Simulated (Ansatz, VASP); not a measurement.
CdRe5Br in VASP and in Ansatz

INCAR

```
SYSTEM = CdRe5Br
ALGO = Normal
EDIFF = 1E-6
ENCUT = 520
GGA = PE
ISIF = 2
ISMEAR = 0
ISPIN = 2
LASPH = .TRUE.
LCHARG = .FALSE.
LMAXMIX = 4
LORBIT = 11
LREAL = .FALSE.
LWAVE = .FALSE.
MAGMOM = 0 1 1 1 1 1 0
NBANDS = 40
NELM = 150
PREC = Accurate
SIGMA = 0.1
```

The input KPOINTS:

```
k-points
0
G
  4 4 2
  0 0 0
```

File POSCAR:

```
CdRe5Br
1.0
    4.0894990200      0.0000000000      0.0000000000
    0.0000000000      4.0894990200      0.0000000000
    0.0000000000      0.0000000000      7.4852415100
Cd Re Br
1 5 1
Direct
    0.5000000000      0.5000000000      0.0000000000
    0.0000000000      0.5000000000      0.3030685800
    0.0000000000      0.5000000000      0.6969314200
    0.5000000000      0.0000000000      0.3030685800
    0.5000000000      0.0000000000      0.6969314200
    0.0000000000      0.0000000000      0.0000000000
    0.0000000000      0.0000000000      0.5000000000
```

Input for Ansatz:

```yaml
crystal:
  lattice:
    - [4.08949902, 0.0, 0.0]
    - [0.0, 4.08949902, 0.0]
    - [0.0, 0.0, 7.48524151]
  atoms:
    - { symbol: Cd, position: [0.5, 0.5, 0.0] }
    - { symbol: Re, position: [0.0, 0.5, 0.30306858], spin: 1.0 }
    - { symbol: Re, position: [0.0, 0.5, 0.69693142], spin: 1.0 }
    - { symbol: Re, position: [0.5, 0.0, 0.30306858], spin: 1.0 }
    - { symbol: Re, position: [0.5, 0.0, 0.69693142], spin: 1.0 }
    - { symbol: Re, position: [0.0, 0.0, 0.0], spin: 1.0 }
    - { symbol: Br, position: [0.0, 0.0, 0.5] }
basis:
  ecutwfc: 420
kpoints:
  mp_grid: { grid: [4, 4, 2] }
hamiltonian:
  xc: pbe
scf:
  occupations: { method: gaussian, width: 0.1 }
  lower_state_search: "off"
output:
  forces: true
  stress: true
  eigenvalues: true
  populations: true
magnetization:
  spin_polarized: true
```

Change from the starting cell: species swapped into the HgPPt5 type (P4/mmm, No. 123).

Alike in both runs: task single point; functional PBE; k mesh 4 × 4 × 2; occupations gaussian, width 0.1 eV; collinear spin.

|  | VASP | Ansatz |
| --- | --- | --- |
| version | VASP 6.6.1 | Ansatz 0.2.0 |
| potentials or method | VASP PAW PBE potentials, release 64 (Cd, Re, Br), cutoff 520 eV | scalar-relativistic, plane waves, PAW |
| valence electrons in the cell | 54 | 102 |

VASP gave:

```
gap on the k mesh at the Fermi level (eV)                     : none
pressure (GPa)                                                : -14.7
traceless stress, the component that is largest in VASP (GPa) : -9.39
rms of the force components (eV/Å)                            : 0.612
net moment per atom (μB)                                      : 0.07
size of the moment on the site where the two differ most (μB) : 0.28
```

**Question.** Which values does Ansatz return?

**Answer.** gap on the k mesh at the Fermi level (eV): none; pressure (GPa): -15.0; traceless stress, the component that is largest in VASP (GPa): -9.41; rms of the force components (eV/Å): 0.603; net moment per atom (μB): 0.07; size of the moment on the site where the two differ most (μB): 0.24.

Site moments also hang on the region over which each program counts them. Atom by atom the forces differ by 0.009 eV/Å (rms over components). A gap of «none» marks a metal or a gap that the smearing closes. With one functional, cell and mesh, what is left measures potentials, basis and numerics. VASP's potentials hold 54 valence electrons a cell and Ansatz's 102, so a difference there can come from the potentials and not from the codes.

The k mesh is coarse, so the values compare programs but aren't converged. Spin-orbit coupling is off throughout.
